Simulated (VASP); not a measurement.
# Sc (P6_3/mmc) in VASP: notebook

Sc is run at these levels: PBEsol; tasks: single point, relaxation of cell and atoms.

All numbers are computed with VASP 6.6.1; they aren't measurements. Logs are shortened: lines on timing, memory, paths and dates and some standing lists are left out, and cuts for length are marked.

### 1 The cell of the first run

It takes space group P6_3/mmc (No. 194, hexagonal). Conventional cell: a = 3.278 Å, b = 3.278 Å, c = 5.084 Å, α = 90.00°, β = 90.00°, γ = 120.00°. Sc (site symmetry -6m2) has 12 Sc at 3.17 to 3.28 Å within 4.2 Å.

### 2 Single point, PBEsol

Input file INCAR:

```
SYSTEM = Sc
ALGO     = Normal         ! electronic algorithm
EDIFF    = 1E-6           ! SCF threshold, eV
ENCUT    = 520            ! plane-wave cutoff, eV
GGA      = PS             ! functional
ISIF     = 2              ! what is computed and relaxed
ISMEAR   = 1              ! smearing method
LASPH    = .True.         ! aspherical terms in the spheres
LCHARG   = .False.        ! write CHGCAR
LREAL    = .False.        ! projectors in reciprocal space
LWAVE    = .False.        ! write WAVECAR
NBANDS   = 18             ! bands
NELM     = 100            ! most SCF steps
PREC     = Accurate       ! precision mode
SIGMA    = 0.05           ! smearing width, eV
```

Input file KPOINTS:

```
k-points
0
Gamma
  9 9 5
  0 0 0
```

Input file POSCAR:

```
Sc
1.0
    3.2782360359      0.0000000000      0.0000000000
   -1.6391180179      2.8390356867      0.0000000000
    0.0000000000      0.0000000000      5.0844022519
Sc
2
Direct
    0.3333333333      0.6666666667      0.2500000000
    0.6666666667      0.3333333333      0.7500000000
```

Potentials or basis: VASP PAW PBE potentials, release 64 (Sc_sv).

Launch:

```console
$ cat potpaw_PBE.64/Sc_sv/POTCAR > POTCAR
$ mpirun -np 1 vasp_std > vasp.out
```

OUTCAR:

```text
SYSTEM = Sc
   EDIFF = 1E-6
   ENCUT = 520
   GGA = PS
   ISIF = 2
   ISMEAR = 1
   LASPH = .True.
   LREAL = .False.
   NELM = 100
   PREC = Accurate

 ion  position               nearest neighbor table
   1  0.333  0.667  0.250-   2 3.17   2 3.17   2 3.17   2 3.17   2 3.17   2 3.17
   2  0.667  0.333  0.750-   1 3.17   1 3.17   1 3.17   1 3.17   1 3.17   1 3.17

  LATTYP: Found a hexagonal cell.
 ALAT       =     3.2782360359
 C/A-ratio  =     1.5509567329

  Lattice vectors:

 A1 = (   3.2782360359,   0.0000000000,   0.0000000000)
 A2 = (  -1.6391180179,   2.8390356867,   0.0000000000)
 A3 = (   0.0000000000,   0.0000000000,   5.0844022519)

Analysis of symmetry for initial positions (statically):
=====================================================================
 Subroutine PRICEL returns:
 Original cell was already a primitive cell.

 Routine SETGRP: Setting up the symmetry group for a
 hexagonal supercell.

 Subroutine GETGRP returns: Found 24 space group operations
 (whereof 12 operations were pure point group operations)
 out of a pool of 24 trial point group operations.

The static configuration has the point symmetry D_3d.
 The point group associated with its full space group is D_6h.

Analysis of symmetry for dynamics (positions and initial velocities):
=====================================================================
 Subroutine PRICEL returns:
 Original cell was already a primitive cell.

 Routine SETGRP: Setting up the symmetry group for a
 hexagonal supercell.

 Subroutine GETGRP returns: Found 24 space group operations
 (whereof 12 operations were pure point group operations)
 out of a pool of 24 trial point group operations.

The dynamic configuration has the point symmetry D_3d.
 The point group associated with its full space group is D_6h.

 Subroutine INISYM returns: Found 24 space group operations
 (whereof 12 operations are pure point group operations),
 and found     1 'primitive' translations

----------------------------------------------------------------------------------------

                                     Primitive cell

  volume of cell :      47.3207

  direct lattice vectors                    reciprocal lattice vectors
     3.278236036  0.000000000  0.000000000     0.305042099  0.176116138  0.000000000
    -1.639118018  2.839035687  0.000000000     0.000000000  0.352232275  0.000000000
     0.000000000  0.000000000  5.084402252     0.000000000  0.000000000  0.196679954

  length of vectors
     3.278236036  3.278236036  5.084402252     0.352232275  0.352232275  0.196679954

  position of ions in fractional coordinates (direct lattice)
     0.333333333  0.666666667  0.250000000
     0.666666667  0.333333333  0.750000000

  ion indices of the primitive-cell ions
   primitive index   ion index
                 1           1
                 2           2

----------------------------------------------------------------------------------------

 KPOINTS: k-points

Automatic generation of k-mesh.
 Grid dimensions read from file:
 generate k-points for:    9    9    5

 Generating k-lattice:

  Cartesian coordinates                     Fractional coordinates (reciprocal lattice)
     0.033893567  0.019568460  0.000000000     0.111111111  0.000000000  0.000000000
     0.000000000  0.039136919  0.000000000     0.000000000  0.111111111  0.000000000
     0.000000000  0.000000000  0.039335991     0.000000000  0.000000000  0.200000000

  Length of vectors
     0.039136919  0.039136919  0.039335991

  Shift w.r.t. Gamma in fractional coordinates (k-lattice)
     0.000000000  0.000000000  0.000000000

 Subroutine IBZKPT returns following result:
 ===========================================

 Found     36 irreducible k-points:

 Following reciprocal coordinates:
            Coordinates               Weight
  0.000000  0.000000  0.000000      1.000000
  0.111111  0.000000  0.000000      6.000000
  0.222222  0.000000  0.000000      6.000000
  0.333333  0.000000  0.000000      6.000000
  0.444444  0.000000  0.000000      6.000000
  0.111111  0.111111  0.000000      6.000000
[... 16 lines left out ...]
  0.333333  0.222222  0.200000     24.000000
  0.333333  0.333333  0.200000      4.000000
 [... further k-points ...]
   k-points           NKPTS =     36   k-points in BZ     NKDIM =     36   number of bands    NBANDS=     18
   number of dos      NEDOS =    301   number of ions     NIONS =      2
   total plane-waves  NPLWV =  23040
   dimension x,y,z NGX =    24 NGY =   24 NGZ =   40
   dimension x,y,z NGXF=    48 NGYF=   48 NGZF=   80
   ions per type =               2
   NGX,Y,Z   is equivalent  to a cutoff of  12.17, 12.17, 13.08 a.u.
   NGXF,Y,Z  is equivalent  to a cutoff of  24.34, 24.34, 26.16 a.u.
 SYSTEM =  Sc
   PREC   = accura    normal or accurate (medium, high low for compatibility)
   ISTART =      0    job   : 0-new  1-cont  2-samecut
   ICHARG =      2    charge: 1-file 2-atom 10-const
   ISPIN  =      1    spin polarized calculation?
   LNONCOLLINEAR =      F non collinear calculations
   LSORBIT =      F    spin-orbit coupling
   LASPH  =      T    aspherical Exc in radial PAW
   ENCUT  =  520.0 eV  38.22 Ry    6.18 a.u.   6.10  6.10  9.45*2*pi/ulx,y,z
   NELM   =    100;   NELMIN=  2; NELMDL= -5     # of ELM steps
   EDIFF  = 0.1E-05   stopping-criterion for ELM
   LREAL  =      F    real-space projection
   EDIFFG = 0.1E-04   stopping-criterion for IOM
   NSW    =      0    number of steps for IOM
   IBRION =     -1    ionic relax: 0-MD 1-quasi-New 2-CG
   NFREE  =      0    steps in history (QN), initial steepest desc. (CG)
   ISIF   =      2    stress and relaxation
   ISYM   =      2    0-nonsym 1-usesym 2-fastsym
   POTIM  = 0.5000    time-step for ionic-motion
   TEBEG  =    0.0;   TEEND  =   0.0 temperature during run
   PSTRESS=    0.0 pullay stress
   NELECT =      22.0000    total number of electrons
   NUPDOWN=      -1.0000    fix difference up-down
   EMIN   =  10.00;   EMAX   =-10.00  energy-range for DOS
   EFERMI =   0.00;   METHOD = LEGACY
   ISMEAR =     1;   SIGMA  =   0.05  broadening in eV -4-tet -1-fermi 0-gaus
   EFERMI_NEDOS =   21; number of points for ismear=-14 and -15
   IALGO  =     38    algorithm
   IMIX   =      4    mixing-type and parameters
     AMIX     =   0.40;   BMIX     =  1.00
     AMIX_MAG =   1.60;   BMIX_MAG =  1.00
  volume/ion in A,a.u.               =      23.66       159.67
  Fermi-wavevector in a.u.,A,eV,Ry     =   1.268232  2.396611 21.883782  1.608413
  Thomas-Fermi vector in A             =   2.401338
   LORBIT       =      0    0 simple, 1 ext, 2 COOP (PROOUT), +10 PAW based schemes
   GGA     = PS    functional components
   LHFCALC =     F    Hartree Fock is set to
   AEXX    =    0.0000 exact exchange contribution
   IVDW    =     0    specifies the selected vdW correction
   LEPSILON=     F    determine dielectric tensor
   LRPA    =     F    only Hartree local field effects (RPA)
 non-spin polarized calculation
 Methfessel and Paxton  Order N= 1 SIGMA  =   0.05
  energy-cutoff  :      520.00
  volume of cell :       47.32
 maximum number of plane-waves:      1296
   NGX = 13   NGY = 13   NGZ = 19

 number of electron      22.0000008 magnetization

 Free energy of the ion-electron system (eV)
  ---------------------------------------------------
  ext. energy  EPLUGINS =         0.00000000
  ---------------------------------------------------
  free energy    TOTEN  =       -13.20878304 eV

  energy without entropy =      -13.20930032  energy(sigma->0) =      -13.20895547

 E-fermi :   3.8108     XC(G=0): -10.1585

 val. band max:        3.7968949942   @ k =   0.2222   0.0000   0.0000
 cond. band min:       3.8172374116   @ k =   0.4444   0.1111   0.4000
 fundamental gap:      0.0203424174
 Fermi energy:         3.8108104052

 k-point     1 :       0.0000    0.0000    0.0000
  band No.  band energies     occupation
      1     -45.2908      2.00000
      2     -45.2030      2.00000
      3     -24.2538      2.00000
      4     -23.8524      2.00000
      5     -23.8524      2.00000
      6     -23.7738      2.00000
[... 10 lines left out ...]
     17       6.1908      0.00000
     18       6.1908      0.00000

 k-point     2 :       0.1111    0.0000    0.0000
  band No.  band energies     occupation
      1     -45.2840      2.00000
      2     -45.2009      2.00000
      3     -24.2352      2.00000
      4     -23.8871      2.00000
      5     -23.8645      2.00000
      6     -23.8103      2.00000
[... 10 lines left out ...]
     17       6.0404      0.00000
     18       6.1080      0.00000

 k-point     3 :       0.2222    0.0000    0.0000
  band No.  band energies     occupation
      1     -45.2659      2.00000
      2     -45.1961      2.00000
      3     -24.1839      2.00000
      4     -23.9761      2.00000
      5     -23.8996      2.00000
      6     -23.8938      2.00000
[... 10 lines left out ...]
     17       6.4989      0.00000
     18       6.6022      0.00000

 k-point     4 :       0.3333    0.0000    0.0000
  band No.  band energies     occupation
      1     -45.2432      2.00000
      2     -45.1928      2.00000
      3     -24.1135      2.00000
      4     -24.0789      2.00000
      5     -23.9962      2.00000
      6     -23.9254      2.00000
[... 375 lines left out ...]
      4     -24.0814      2.00000
      5     -23.9685      2.00000
      6     -23.9613      2.00000
[... 10 lines left out ...]
     17       7.4550      0.00000
     18       7.6826      0.00000

 k-point    23 :       0.3333    0.2222    0.2000
  band No.  band energies     occupation
      1     -45.2137      2.00000
      2     -45.1977      2.00000
      3     -24.1368      2.00000
      4     -24.0914      2.00000
      5     -24.0228      2.00000
      6     -23.9360      2.00000
[... 10 lines left out ...]
     17       7.4808      0.00000
     18       7.9069      0.00000

 k-point    24 :       0.3333    0.3333    0.2000
  band No.  band energies     occupation
      1     -45.2034      2.00000
      2     -45.2034      2.00000
      3     -24.0879      2.00000
      4     -24.0849      2.00000
      5     -24.0849      2.00000
      6     -23.9494      2.00000
[... 10 lines left out ...]
     17       7.6080      0.00000
     18       7.6080      0.00000

 [... further k-points ...]

------------------------ aborting loop because EDIFF is reached ----------------------------------------

  FORCE on cell =-STRESS in cart. coord.  units (eV):
  Direction    XX          YY          ZZ          XY          YZ          ZX
  --------------------------------------------------------------------------------------
  -------------------------------------------------------------------------------------
  Total       -0.0072669     -0.0072669     -0.0011952     -0.0000000      0.0000000      0.0000000
  in kB       -0.2460423     -0.2460423     -0.0404658     -0.0000000      0.0000000      0.0000000
  external PRESSURE =      -0.1775168 kB  Pullay stress =       0.0000000 kB

 VOLUME and BASIS-vectors are now :
 -----------------------------------------------------------------------------
  energy-cutoff  :      520.00
  volume of cell :       47.32
      direct lattice vectors                 reciprocal lattice vectors
     3.278236036  0.000000000  0.000000000     0.305042099  0.176116138  0.000000000
    -1.639118018  2.839035687  0.000000000     0.000000000  0.352232275  0.000000000
     0.000000000  0.000000000  5.084402252     0.000000000  0.000000000  0.196679954

 POSITION                                       TOTAL-FORCE (eV/Angst)
 -----------------------------------------------------------------------------------
     -0.00000      1.89269      1.27110         0.000000     -0.000000      0.000000
      1.63912      0.94635      3.81330        -0.000000      0.000000      0.000000
 -----------------------------------------------------------------------------------
    total drift:                                0.000000     -0.000000      0.000000

  FREE ENERGIE OF THE ION-ELECTRON SYSTEM (eV)
  ---------------------------------------------------
  free  energy   TOTEN  =       -13.2087830429 eV

  energy  without entropy=      -13.2093003248  energy(sigma->0) =      -13.20895547
```

Run time: 26 s. Hardware: 1 thread of Intel Xeon 8259CL, shared host; peak memory 0.17 GiB.

Results:

```
Free energy            : -13.2088 eV
Pressure               : 0.0 GPa
Band gap on the k mesh : zero (bands 11 and 12 overlap by 1.35 eV)
```

Caveat: the PAW data sets were made with another functional, which shifts forces and pressure a little.

### 3 Relaxation of cell and atoms, PBEsol

This run uses another cell than the first one, of 25.00 Å³/atom.

Input file INCAR:

```
SYSTEM = Sc
PREC = Accurate
ENCUT = 600
EDIFF = 1E-6
ISMEAR = 1
SIGMA = 0.05
LREAL = .FALSE.
LASPH = .TRUE.
NELM = 60
ALGO = Normal
ISIF = 3
LWAVE = .FALSE.
LCHARG = .FALSE.
GGA = PS
IBRION = 2
NSW = 80
EDIFFG = -0.02
```

Input file KPOINTS:

```
Automatic mesh
0
G
  9 9 5
  0 0 0
```

Input file POSCAR:

```
Sc
1.0
    3.3090000000      0.0000000000      0.0000000000
   -1.6545000000      2.8656780000      0.0000000000
    0.0000000000      0.0000000000      5.2733000000
Sc
2
Direct
    0.3333333333      0.6666666667      0.2500000000
    0.6666666667      0.3333333333      0.7500000000
```

Potentials or basis: VASP PAW PBE potentials, release 64 (Sc_sv).

Launch:

```console
$ cat potpaw_PBE.64/Sc_sv/POTCAR > POTCAR
$ mpirun -np 1 vasp_std > vasp.out
```

Wall time 3 min (1 thread of Intel Xeon 8259CL, shared host); peak memory 0.2 GiB.

Results (log left out):

- Free energy: -13.2099 eV
- Relaxed volume: 23.64 Å³/atom
- Relaxed cell: a = 3.277 Å, b = 3.277 Å, c = 5.083 Å, α = 90.00°, β = 90.00°, γ = 120.00°
- Space group after relaxing (to 0.1 Å): P6_3/mmc (No. 194)
- Energy gained by relaxing: 14.8 meV/atom
- Ionic steps: 6
- Pressure after relaxing: 0.1 GPa
- Band gap on the k mesh: zero (bands 11 and 12 overlap by 1.35 eV)

The path:
| step | energy change (eV) | largest force (eV/Å) | pressure (GPa) | volume (Å³) |
| --- | --- | --- | --- | --- |
| 1 | 0.0000 | 0.0000 | -2.80 | 50.00 |
| 2 | -0.0269 | 0.0000 | 0.61 | 46.90 |
| 3 | -0.0273 | 0.0000 | 0.17 | 47.23 |
| 4 | -0.0293 | 0.0000 | 0.14 | 47.26 |
| 5 | -0.0295 | 0.0000 | 0.14 | 47.27 |
| 6 | -0.0295 | 0.0000 | 0.11 | 47.28 |

Final structure:
```xyz
2
Lattice="3.2772 0.0000 0.0000 -1.6386 2.8381 0.0000 0.0000 0.0000 5.0829" Properties=species:S:1:pos:R:3 pbc="T T T"
Sc    0.0000    1.8921    1.2707
Sc    1.6386    0.9460    3.8122
```

Levels at points of the mesh, in eV from the Fermi level:
```tsv
k point	band 7	band 8	band 9	band 10	band 11	band 12	band 13	band 14	band 15
(0.00, 0.00, 0.00)	-27.58	-27.55	-5.21	-1.70	0.76	1.63	1.63	1.94	2.12
```

Caveat: the PAW data sets were made with another functional, which shifts forces and pressure a little.
